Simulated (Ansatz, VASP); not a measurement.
# Si in VASP and in Ansatz

```
Si
1.0
     3.84720    0.00000    0.00000
    -1.92360    3.33177    0.00000
     0.00000    0.00000   18.44470
Si
4
Cartesian
  0.0000 2.2212 4.9723
  1.9236 1.1106 4.5000
  1.2824 3.3318 9.2947
  -0.6412 4.4424 8.8223
```

Alike in both runs: task single point; functional PBE; dispersion D3(BJ); k mesh 9 × 9 × 1; occupations gaussian, width 0.1 eV; no spin polarisation.

```csv
,VASP,Ansatz
version,VASP 6.6.1,Ansatz 0.2.0
potentials or method,"VASP PAW PBE potentials, release 64 (Si), cutoff 400 eV","scalar-relativistic, plane waves, PAW"
valence electrons in the cell,16,16
```

VASP gave:

```
gap on the k mesh at the Fermi level (eV) : 0.26
least direct gap on the mesh (eV)         : 0.26
rms of the force components (eV/Å)        : 0.072
```

Question: Which values does Ansatz return?

Answer: gap on the k mesh at the Fermi level (eV): 0.26; least direct gap on the mesh (eV): 0.26; rms of the force components (eV/Å): 0.074.

Atom by atom the forces differ by 0.004 eV/Å (rms over components).
